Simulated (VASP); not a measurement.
Wanted: the native input for a VASP 6.6.1 run.

```yaml
Task: single point
Functional: PBE
Potentials_or_basis: VASP PAW PBE potentials, release 64 (Hf_pv, Cs_sv, Se)
Cutoff: 520 eV
k_mesh: 3 × 3 × 3
Occupations: fermi-dirac, width 0.1 eV
Spin: no spin polarisation
Dipole_correction: no
Further_INCAR_settings: ALGO = Normal; EDIFF = 1e-07; NBANDS = 42
```

The structure of Cs2HfSe6 lies in POSCAR:

```
Cs2HfSe6
1.0
    3.7131660000      6.4313900000      0.0000000000
   -3.7131660000      6.4313900000      0.0000000000
    0.0000000000      0.0000000000      5.8109020000
Hf Cs Se
1 2 6
Direct
    0.0000000000      0.0000000000      0.0000000000
    0.3333000000      0.3334000000      0.6920000000
    0.6667000000      0.6666000000      0.3080000000
    0.1600000000      0.6800000000      0.1980000000
    0.1600000000      0.1600000000      0.1980000000
    0.6800000000      0.1600000000      0.1980000000
    0.8400000000      0.3200000000      0.8020000000
    0.3200000000      0.8400000000      0.8020000000
    0.8400000000      0.8400000000      0.8020000000
```

The input as run:

INCAR

```
PREC = Accurate
ENCUT = 520
EDIFF = 1E-7
ISMEAR = -1
SIGMA = 0.1
LREAL = F
LASPH = T
NELM = 80
ALGO = Normal
ISIF = 2
LWAVE = F
LCHARG = F
GGA = PE
NBANDS = 42
```

KPOINTS

```
Automatic mesh
0
Gamma
  3 3 3
```

Potentials or basis: VASP PAW PBE potentials, release 64 (Hf_pv, Cs_sv, Se).

Command:

```bash
$ cat potpaw_PBE.64/Hf_pv/POTCAR potpaw_PBE.64/Cs_sv/POTCAR potpaw_PBE.64/Se/POTCAR > POTCAR
$ mpirun -np 1 vasp_std > vasp.out
```

Results of the run:

```json
{
  "Pressure": "11.2 GPa",
  "Largest force": "3.873 eV/Å",
  "Band gap on the k mesh": "zero (bands 32 and 33 overlap by 0.23 eV)"
}
```

Caveat: the k points lie up to 0.36 Å⁻¹ apart; spin-orbit coupling is left out, which moves the levels of the heavy elements; forces of over 1 eV/Å act on the atoms, so gaps and moduli don't describe the material at rest.

It took 4.7 min on 1 thread of Intel Xeon 8259CL, with other jobs on the host, peak memory 0.45 GiB.
